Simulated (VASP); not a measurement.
Set up this calculation in VASP 6.6.1, as the native input.

- Task: single point
- Functional: PBEsol
- Potentials or basis: VASP PAW PBE potentials, release 64 (Si, Ni)
- Cutoff: 520 eV
- k mesh: 12 × 12 × 10
- Occupations: gaussian, width 0.15 eV
- Spin: no spin polarisation
- Dipole correction: no
- Further INCAR settings: ALGO = Fast; EDIFF = 1e-07; NBANDS = 33

The structure of SiNi2 lies in POSCAR:

```
SiNi2
1.0
    3.8684636537      0.0000000000      0.0000000000
   -1.9342318269      3.3501877977      0.0000000000
    0.0000000000      0.0000000000      4.9169852589
Si Ni
2 4
Direct
    0.3333333333      0.6666666667      0.7500000000
    0.6666666667      0.3333333333      0.2500000000
    0.0000000000      0.0000000000      0.0000000000
    0.0000000000      0.0000000000      0.5000000000
    0.3691522209      0.6845761104      0.2500000000
    0.6666666667      0.3333333333      0.7500000000
```

This cell differs from its parent crystal: atom 5 (Ni) moved -0.120 Å towards its neighbour atom 2 (Si) at 2.233 Å.

These files were run (other wordings do the same):

INCAR

```
PREC = Accurate
ENCUT = 520
EDIFF = 1E-7
ISMEAR = 0
SIGMA = 0.15
LREAL = False
LASPH = True
NELM = 80
ALGO = Fast
ISIF = 2
LWAVE = False
LCHARG = True
GGA = PS
LELF = True
LVHAR = True
NBANDS = 33
```

KPOINTS

```
regular mesh
0
Gamma
  12 12 10
```

Potentials or basis: VASP PAW PBE potentials, release 64 (Si, Ni).

Launch:

```console
$ cat potpaw_PBE.64/Si/POTCAR potpaw_PBE.64/Ni/POTCAR > POTCAR
$ mpirun -np 1 vasp_std > vasp.out
```

Results of the run:

- Pressure: 1.1 GPa
- Largest force: 1.597 eV/Å
- Band gap on the k mesh: zero (bands 24 and 25 overlap by 3.23 eV)

Caveat: the cell differs from its parent crystal (atom 5 (Ni) moved -0.120 Å towards its neighbour atom 2 (Si) at 2.233 Å); the PAW data sets were made with another functional, which shifts forces and pressure a little.

Wall time 15 min on 1 thread of Intel(R) Xeon(R) Platinum 8259CL CPU @ 2.50GHz (Skylake/Cascade Lake) (shared host), peak memory 0.5 GiB.
